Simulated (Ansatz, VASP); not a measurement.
# One calculation of MgI2, two programs

POSCAR

```
MgI2
1.0
    4.2195712777      0.0000000000      0.0000000000
   -2.1097856388      3.6542559196      0.0000000000
    0.0000000000      0.0000000000      6.8217752176
Mg I
1 2
Direct
    0.0000000000      0.0000000000      0.0000000000
    0.3333333333      0.6666666667      0.2413693008
    0.6666666667      0.3333333333      0.7586306992
```

Contents of INCAR.step1:

```
ALGO     = Normal         # electronic algorithm
EDIFF    = 1E-4           # SCF threshold, eV
ENCUT    = 520            # plane-wave cutoff, eV
GGA      = PE             # functional
ISMEAR   = 0              # smearing method
LASPH    = True           # aspherical terms in the spheres
LCHARG   = False          # write CHGCAR
LREAL    = False          # projectors in reciprocal space
LWAVE    = True           # write WAVECAR
NBANDS   = 15             # bands
NELM     = 60             # most SCF steps
PREC     = Accurate       # precision mode
SIGMA    = 0.01           # smearing width, eV
```

File INCAR.step2:

```
ALGO     = Normal         # electronic algorithm
EDIFF    = 1E-6           # SCF threshold, eV
ENCUT    = 520            # plane-wave cutoff, eV
ISIF     = 2              # what is computed and relaxed
ISMEAR   = 0              # smearing method
ISTART   = 1            
LASPH    = True           # aspherical terms in the spheres
LCHARG   = False          # write CHGCAR
LMIXTAU  = True         
LREAL    = False          # projectors in reciprocal space
LWAVE    = False          # write WAVECAR
METAGGA  = R2SCAN         # meta-GGA
NBANDS   = 15             # bands
NELM     = 60             # most SCF steps
PREC     = Accurate       # precision mode
SIGMA    = 0.01           # smearing width, eV
```

KPOINTS

```
k-points
0
Gamma
  12 12 4
```

Input for Ansatz:

```yaml
crystal:
  lattice:
    - [4.2195712777, 0.0, 0.0]
    - [-2.1097856388, 3.6542559196, 0.0]
    - [0.0, 0.0, 6.8217752176]
  atoms:
    - { symbol: Mg, position: [0.0, 0.0, 0.0] }
    - { symbol: I, position: [0.3333333333, 0.6666666667, 0.2413693008] }
    - { symbol: I, position: [0.6666666667, 0.3333333333, 0.7586306992] }
kpoints:
  mp_grid: { grid: [12, 12, 4] }
  band_path:
    path:
      - [0.0, 0.0, 0.0]
      - [0.5, 0.0, 0.0]
      - [0.3333333333, 0.3333333333, 0.0]
      - [0.0, 0.0, 0.5]
      - [0.5, 0.0, 0.5]
      - [0.3333333333, 0.3333333333, 0.5]
      - [0.0, 0.463542, 0.3125]
    npoints: 1
hamiltonian:
  xc: r2scan
scf:
  occupations: { method: fixed }
  n_extra_bands: 4
output:
  forces: true
  stress: true
  eigenvalues: true
```

Change from the starting cell: epitaxial_xy strain +1.5%.

Alike in both runs: task single point; functional r2SCAN; k mesh 12 × 12 × 4; no spin polarisation.

```csv
,VASP,Ansatz
version,VASP 6.6.1,Ansatz 0.2.0
potentials or method,"VASP PAW PBE potentials, release 64 (Mg, I)","plane waves, PAW"
plane-wave cutoff (eV),520,500
occupations,"gaussian, width 0.01 eV",fixed
valence electrons in the cell,16,44
```

```csv
,VASP,Ansatz,Ansatz less VASP
gap on the k mesh at the Fermi level (eV),3.98,4.01,+0.032
pressure (GPa),-0.1,0.0,+0.11
"traceless stress, the component that is largest in VASP (GPa)",0.62,0.61,-0.011
rms of the force components (eV/Å),0.019,0.011,-0.0082
```

VASP's potentials were made for PBE, not for r2SCAN. Atom by atom the forces differ by 0.008 eV/Å (rms over components). VASP's potentials hold 16 valence electrons a cell and Ansatz's 44, so a difference there can come from the potentials and not from the codes.

Spin-orbit coupling is off throughout.
